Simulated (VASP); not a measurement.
# MnO (Fm-3m) in VASP: single point with PBE+U

Aim: the single point of MnO with PBE+U.

All numbers are computed with VASP 6.6.1; they aren't measurements. Logs are shortened: lines on timing, memory, paths and dates and some standing lists are left out, and cuts for length are marked.

**1. The cell of the first run**

The structure is cubic, space group Fm-3m (No. 225). Conventional cell: a = 4.442 Å, b = 4.442 Å, c = 4.442 Å, α = 90.00°, β = 90.00°, γ = 90.00°. Mn (site symmetry m-3m) has 6 O at 2.22 Å within 2.9 Å. Within 2.9 Å of O (site symmetry m-3m) lie 6 Mn at 2.22 Å.

**2. Single point, PBE+U, collinear spin, ferromagnetic start**

Input file INCAR:

```
SYSTEM = MnO
PREC     = Accurate       ! precision mode
ENCUT    = 520            ! plane-wave cutoff, eV
EDIFF    = 1E-7           ! SCF threshold, eV
ISMEAR   = -1             ! smearing method
SIGMA    = 0.02           ! smearing width, eV
LREAL    = .FALSE.        ! projectors in reciprocal space
LASPH    = .TRUE.         ! aspherical terms in the spheres
NELM     = 150            ! most SCF steps
ALGO     = Normal         ! electronic algorithm
ISIF     = 2              ! what is computed and relaxed
LWAVE    = .FALSE.        ! write WAVECAR
LCHARG   = .FALSE.        ! write CHGCAR
ISPIN    = 2              ! spin polarisation
MAGMOM   = 4.5 0          ! initial moments
LORBIT   = 11             ! projections on sites
LMAXMIX  = 4              ! l up to which the mixer works
LDAU     = .TRUE.         ! DFT+U
LDAUTYPE = 2            
LDAUL    = 2 -1           ! shell
LDAUU    = 2.2 0          ! U, eV
LDAUJ    = 0 0          
LDAUPRINT= 1            
GGA      = PE             ! functional
NBANDS   = 20             ! bands
```

Input file KPOINTS:

```
Automatic mesh
0
G
  9 9 9
  0 0 0
```

Input file POSCAR:

```
MnO
1.0
    0.0000000000      2.2210000000      2.2210000000
    2.2210000000      0.0000000000      2.2210000000
    2.2210000000      2.2210000000      0.0000000000
Mn O
1 1
Direct
    0.0000000000      0.0000000000      0.0000000000
    0.5000000000      0.5000000000      0.5000000000
```

Potentials or basis: VASP PAW PBE potentials, release 64 (Mn_pv, O).

The run is started by

```console
> cat potpaw_PBE.64/Mn_pv/POTCAR potpaw_PBE.64/O/POTCAR > POTCAR
> mpirun -np 1 vasp_std > vasp.out
```

OUTCAR:

```text
SYSTEM = MnO
   PREC = Accurate
   ENCUT = 520
   EDIFF = 1E-7
   ISMEAR = -1
   LREAL = .FALSE.
   LASPH = .TRUE.
   NELM = 150
   ISIF = 2
   ISPIN = 2
   LORBIT = 11
   GGA = PE

 ion  position               nearest neighbor table
   1  0.000  0.000  0.000-   2 2.22   2 2.22   2 2.22   2 2.22   2 2.22   2 2.22
   2  0.500  0.500  0.500-   1 2.22   1 2.22   1 2.22   1 2.22   1 2.22   1 2.22

  LATTYP: Found a face centered cubic cell.
 ALAT       =     4.4420000000

  Lattice vectors:

 A1 = (   0.0000000000,   2.2210000000,   2.2210000000)
 A2 = (   2.2210000000,   0.0000000000,   2.2210000000)
 A3 = (   2.2210000000,   2.2210000000,   0.0000000000)

Analysis of symmetry for initial positions (statically):
=====================================================================
 Subroutine PRICEL returns:
 Original cell was already a primitive cell.

 Routine SETGRP: Setting up the symmetry group for a
 face centered cubic supercell.

 Subroutine GETGRP returns: Found 48 space group operations
 (whereof 48 operations were pure point group operations)
 out of a pool of 48 trial point group operations.

The static configuration has the point symmetry O_h .

Analysis of symmetry for dynamics (positions and initial velocities):
=====================================================================
 Subroutine PRICEL returns:
 Original cell was already a primitive cell.

 Routine SETGRP: Setting up the symmetry group for a
 face centered cubic supercell.

 Subroutine GETGRP returns: Found 48 space group operations
 (whereof 48 operations were pure point group operations)
 out of a pool of 48 trial point group operations.

The dynamic configuration has the point symmetry O_h .

Analysis of structural, dynamic, and magnetic symmetry:
=====================================================================
 Subroutine PRICEL returns:
 Original cell was already a primitive cell.

 Routine SETGRP: Setting up the symmetry group for a
 face centered cubic supercell.

 Subroutine GETGRP returns: Found 48 space group operations
 (whereof 48 operations were pure point group operations)
 out of a pool of 48 trial point group operations.

The overall configuration has the point symmetry O_h .

 Subroutine INISYM returns: Found 48 space group operations
 (whereof 48 operations are pure point group operations),
 and found     1 'primitive' translations

----------------------------------------------------------------------------------------

                                     Primitive cell

  volume of cell :      21.9117

  direct lattice vectors                    reciprocal lattice vectors
     0.000000000  2.221000000  2.221000000    -0.225123818  0.225123818  0.225123818
     2.221000000  0.000000000  2.221000000     0.225123818 -0.225123818  0.225123818
     2.221000000  2.221000000  0.000000000     0.225123818  0.225123818 -0.225123818

  length of vectors
     3.140968322  3.140968322  3.140968322     0.389925891  0.389925891  0.389925891

  position of ions in fractional coordinates (direct lattice)
     0.000000000  0.000000000  0.000000000
     0.500000000  0.500000000  0.500000000

  ion indices of the primitive-cell ions
   primitive index   ion index
                 1           1
                 2           2

----------------------------------------------------------------------------------------

 KPOINTS: Automatic mesh

Automatic generation of k-mesh.
 Grid dimensions read from file:
 generate k-points for:    9    9    9

 Generating k-lattice:

  Cartesian coordinates                     Fractional coordinates (reciprocal lattice)
    -0.025013758  0.025013758  0.025013758     0.111111111  0.000000000  0.000000000
     0.025013758 -0.025013758  0.025013758     0.000000000  0.111111111  0.000000000
     0.025013758  0.025013758 -0.025013758     0.000000000  0.000000000  0.111111111

  Length of vectors
     0.043325099  0.043325099  0.043325099

  Shift w.r.t. Gamma in fractional coordinates (k-lattice)
     0.000000000  0.000000000  0.000000000

 Subroutine IBZKPT returns following result:
 ===========================================

 Found     35 irreducible k-points:

 Following reciprocal coordinates:
            Coordinates               Weight
  0.000000  0.000000  0.000000      1.000000
  0.111111  0.000000  0.000000      8.000000
  0.222222  0.000000  0.000000      8.000000
  0.333333  0.000000  0.000000      8.000000
  0.444444  0.000000  0.000000      8.000000
  0.111111  0.111111  0.000000      6.000000
[... 16 lines left out ...]
 -0.333333  0.333333  0.000000     12.000000
  0.444444  0.444444  0.000000      6.000000
 [... further k-points ...]
   k-points           NKPTS =     35   k-points in BZ     NKDIM =     35   number of bands    NBANDS=     20
   number of dos      NEDOS =    301   number of ions     NIONS =      2
   total plane-waves  NPLWV =  13824
   dimension x,y,z NGX =    24 NGY =   24 NGZ =   24
   dimension x,y,z NGXF=    48 NGYF=   48 NGZF=   48
   ions per type =               1   1
   NGX,Y,Z   is equivalent  to a cutoff of  12.70, 12.70, 12.70 a.u.
   NGXF,Y,Z  is equivalent  to a cutoff of  25.41, 25.41, 25.41 a.u.
 SYSTEM =  MnO
   PREC   = accura    normal or accurate (medium, high low for compatibility)
   ISTART =      0    job   : 0-new  1-cont  2-samecut
   ICHARG =      2    charge: 1-file 2-atom 10-const
   ISPIN  =      2    spin polarized calculation?
   LNONCOLLINEAR =      F non collinear calculations
   LSORBIT =      F    spin-orbit coupling
   LASPH  =      T    aspherical Exc in radial PAW
   ENCUT  =  520.0 eV  38.22 Ry    6.18 a.u.   5.84  5.84  5.84*2*pi/ulx,y,z
   NELM   =    150;   NELMIN=  2; NELMDL= -5     # of ELM steps
   EDIFF  = 0.1E-06   stopping-criterion for ELM
   LREAL  =      F    real-space projection
   EDIFFG = 0.1E-05   stopping-criterion for IOM
   NSW    =      0    number of steps for IOM
   IBRION =     -1    ionic relax: 0-MD 1-quasi-New 2-CG
   NFREE  =      0    steps in history (QN), initial steepest desc. (CG)
   ISIF   =      2    stress and relaxation
   ISYM   =      2    0-nonsym 1-usesym 2-fastsym
   POTIM  = 0.5000    time-step for ionic-motion
   TEBEG  =    0.0;   TEEND  =   0.0 temperature during run
   PSTRESS=    0.0 pullay stress
   NELECT =      19.0000    total number of electrons
   NUPDOWN=      -1.0000    fix difference up-down
   EMIN   =  10.00;   EMAX   =-10.00  energy-range for DOS
   EFERMI =   0.00;   METHOD = LEGACY
   ISMEAR =    -1;   SIGMA  =   0.02  broadening in eV -4-tet -1-fermi 0-gaus
   EFERMI_NEDOS =   21; number of points for ismear=-14 and -15
   IALGO  =     38    algorithm
   IMIX   =      4    mixing-type and parameters
     AMIX     =   0.40;   BMIX     =  1.00
     AMIX_MAG =   1.60;   BMIX_MAG =  1.00
  volume/ion in A,a.u.               =      10.96        73.93
  Fermi-wavevector in a.u.,A,eV,Ry     =   1.561112  2.950074 33.158372  2.437072
  Thomas-Fermi vector in A             =   2.664225
   LORBIT       =     11    0 simple, 1 ext, 2 COOP (PROOUT), +10 PAW based schemes
 LDA+U is selected, type is set to LDAUTYPE =  2
   angular momentum for each species LDAUL =     2   -1
   U (eV)           for each species LDAUU =   2.2  0.0
   J (eV)           for each species LDAUJ =   0.0  0.0
   GGA     = PE    functional components
   LHFCALC =     F    Hartree Fock is set to
   AEXX    =    0.0000 exact exchange contribution
   IVDW    =     0    specifies the selected vdW correction
   LEPSILON=     F    determine dielectric tensor
   LRPA    =     F    only Hartree local field effects (RPA)
 spin polarized calculation
  energy-cutoff  :      520.00
  volume of cell :       21.91
 maximum number of plane-waves:       609
   NGX = 11   NGY = 11   NGZ = 11

atom =   1  type =  1  l = 2

 onsite density matrix

spin component  1

  0.9350  0.0000 -0.0000  0.0000 -0.0000
  0.0000  0.9350  0.0000  0.0000  0.0000
 -0.0000  0.0000  0.9718 -0.0000 -0.0000
  0.0000  0.0000 -0.0000  0.9350 -0.0000
 -0.0000  0.0000 -0.0000 -0.0000  0.9718

spin component  2

  0.0223  0.0000 -0.0000  0.0000 -0.0000
  0.0000  0.0223 -0.0000 -0.0000 -0.0000
 -0.0000 -0.0000  0.0833 -0.0000  0.0000
  0.0000 -0.0000 -0.0000  0.0223 -0.0000
 -0.0000 -0.0000  0.0000 -0.0000  0.0833

 occupancies and eigenvectors

  o =  0.0223  v =  0.0000  0.0000  0.0000  0.0000  0.0000  0.0000  0.0008 -0.0000 -1.0000 -0.0000      0.0000  0.0000  0.0000  0.0000  0.0000  0.0000  0.0000  0.0000  0.0000  0.0000
  o =  0.0223  v =  0.0000  0.0000  0.0000  0.0000  0.0000  1.0000  0.0000  0.0000  0.0000  0.0000      0.0000  0.0000  0.0000  0.0000  0.0000  0.0000  0.0000  0.0000  0.0000  0.0000
  o =  0.0223  v =  0.0000  0.0000  0.0000  0.0000  0.0000  0.0000  1.0000  0.0000  0.0008  0.0000      0.0000  0.0000  0.0000  0.0000  0.0000  0.0000  0.0000  0.0000  0.0000  0.0000
  o =  0.0833  v =  0.0000  0.0000  0.0000  0.0000  0.0000  0.0000  0.0000 -0.0443 -0.0000  0.9990      0.0000  0.0000  0.0000  0.0000  0.0000  0.0000  0.0000  0.0000  0.0000  0.0000
  o =  0.0833  v =  0.0000  0.0000  0.0000  0.0000  0.0000  0.0000  0.0000 -0.9990 -0.0000 -0.0443      0.0000  0.0000  0.0000  0.0000  0.0000  0.0000  0.0000  0.0000  0.0000  0.0000
  o =  0.9350  v =  1.0000  0.0000  0.0000  0.0000  0.0000  0.0000  0.0000  0.0000  0.0000  0.0000      0.0000  0.0000  0.0000  0.0000  0.0000  0.0000  0.0000  0.0000  0.0000  0.0000
  o =  0.9350  v =  0.0000 -0.9932  0.0000  0.1162 -0.0000  0.0000  0.0000  0.0000  0.0000  0.0000      0.0000  0.0000  0.0000  0.0000  0.0000  0.0000  0.0000  0.0000  0.0000  0.0000
  o =  0.9350  v =  0.0000  0.1162 -0.0000  0.9932 -0.0000  0.0000  0.0000  0.0000  0.0000  0.0000      0.0000  0.0000  0.0000  0.0000  0.0000  0.0000  0.0000  0.0000  0.0000  0.0000
  o =  0.9718  v =  0.0000 -0.0000  0.0052  0.0000  1.0000  0.0000  0.0000  0.0000  0.0000  0.0000      0.0000  0.0000  0.0000  0.0000  0.0000  0.0000  0.0000  0.0000  0.0000  0.0000
  o =  0.9718  v =  0.0000 -0.0000 -1.0000 -0.0000  0.0052  0.0000  0.0000  0.0000  0.0000  0.0000      0.0000  0.0000  0.0000  0.0000  0.0000  0.0000  0.0000  0.0000  0.0000  0.0000

 number of electron      18.9999992 magnetization       5.0000035

 Free energy of the ion-electron system (eV)
  ---------------------------------------------------
  ext. energy  EPLUGINS =         0.00000000
  ---------------------------------------------------
  free energy    TOTEN  =       -15.82130838 eV

  energy without entropy =      -15.82117515  energy(sigma->0) =      -15.82124177

 E-fermi :   7.2972     XC(G=0): -11.8292

 val. band max:        7.2337274200   @ k =   0.4444   0.0000   0.0000
 cond. band min:       7.6713691908   @ k =   0.4444   0.4444   0.0000
 fundamental gap:      0.4376417708
 Fermi energy:         7.2972048825

 spin component 1

 k-point     1 :       0.0000    0.0000    0.0000
  band No.  band energies     occupation
      1     -42.8158      1.00000
      2     -42.8158      1.00000
      3     -42.8158      1.00000
      4     -12.5199      1.00000
      5       3.4514      1.00000
      6       3.4514      1.00000
[... 12 lines left out ...]
     19      27.3131      0.00000
[... 513 lines left out ...]
      4     -11.6114      1.00000
      5       0.6352      1.00000
      6       2.5551      1.00000
[... 12 lines left out ...]
     19      33.2844      0.00000
     20      35.6630      0.00000

 [... further k-points ...]

 spin component 2

 k-point     1 :       0.0000    0.0000    0.0000
  band No.  band energies     occupation
      1     -37.9084      1.00000
      2     -37.9084      1.00000
      3     -37.9084      1.00000
      4     -12.0835      1.00000
      5       4.4087      1.00000
      6       4.4087      1.00000
[... 12 lines left out ...]
     19      29.8286      0.00000
[... 513 lines left out ...]
      4     -11.1303      1.00000
      5       1.2910      1.00000
      6       3.4297      1.00000
[... 12 lines left out ...]
     19      34.4973      0.00000
     20      36.0886      0.00000

 [... further k-points ...]
[... 5 lines left out ...]
  --------------------------------------------------------------------------------------
  -------------------------------------------------------------------------------------
  Total        0.9641896      0.9641896      0.9641896      0.0000000      0.0000000     -0.0000000
  in kB       70.5013338     70.5013338     70.5013338      0.0000000      0.0000000     -0.0000000
  external PRESSURE =      70.5013338 kB  Pullay stress =       0.0000000 kB

 VOLUME and BASIS-vectors are now :
 -----------------------------------------------------------------------------
  energy-cutoff  :      520.00
  volume of cell :       21.91
      direct lattice vectors                 reciprocal lattice vectors
     0.000000000  2.221000000  2.221000000    -0.225123818  0.225123818  0.225123818
     2.221000000  0.000000000  2.221000000     0.225123818 -0.225123818  0.225123818
     2.221000000  2.221000000  0.000000000     0.225123818  0.225123818 -0.225123818

 POSITION                                       TOTAL-FORCE (eV/Angst)
 -----------------------------------------------------------------------------------
      0.00000      0.00000      0.00000         0.000000      0.000000      0.000000
      2.22100      2.22100      2.22100        -0.000000      0.000000      0.000000
 -----------------------------------------------------------------------------------
    total drift:                                0.000000     -0.000000     -0.000000

  FREE ENERGIE OF THE ION-ELECTRON SYSTEM (eV)
  ---------------------------------------------------
  free  energy   TOTEN  =       -15.8213083828 eV

  energy  without entropy=      -15.8211751482  energy(sigma->0) =      -15.82124177

 total charge

# of ion       s       p       d       tot
------------------------------------------
    1        0.207   6.183   4.962  11.352
    2        1.557   3.447   0.000   5.003
--------------------------------------------------
tot          1.764   9.629   4.962  16.356

 magnetization (x)

# of ion       s       p       d       tot
------------------------------------------
    1        0.034   0.027   4.506   4.566
    2        0.027   0.165   0.000   0.192
--------------------------------------------------
tot          0.061   0.192   4.506   4.759
```

Run time: 22 s. Hardware: 1 thread of Intel Xeon Platinum 8259CL at 2.50GHz (Skylake/Cascade Lake), shared host; peak memory 0.16 GiB.

What came out:

| Quantity | Value |
| --- | --- |
| Free energy | -15.8213 eV |
| Pressure | 7.1 GPa |
| Band gap on the k mesh | zero (filled and empty bands overlap) |
| Net moment | 5.00 μB per cell |
| Site moments | Mn +4.57; O +0.19 μB |
| Valence electrons inside the program's atomic spheres | Mn 11.35; O 5.00 |

Levels at points of the mesh, in eV from the Fermi level:
Spin up:
| k point | band 10 | band 11 | band 12 | band 13 | band 14 | band 15 |
| --- | --- | --- | --- | --- | --- | --- |
| (0.00, 0.00, 0.00) | -3.26 | -3.26 | -3.26 | -0.18 | 14.23 | 16.28 |
Spin down:
```
           k point  band 4  band 5  band 6  band 7  band 8  band 9  band 10  band 11
(0.00, 0.00, 0.00)  -19.38   -2.89   -2.89   -2.89    1.22    2.09     2.09     2.09
```

Eigenvalues of the final occupation matrices:
```tsv
site	spin	trace	eigenvalues
site 1 d	1	4.75	0.94 0.94 0.94 0.97 0.97
site 1 d	2	0.23	0.02 0.02 0.02 0.08 0.08
```

Caveat: a cell with one magnetic atom can't hold antiferromagnetic order, which such compounds often take. The state reached can hang on the start; a lower one may exist.
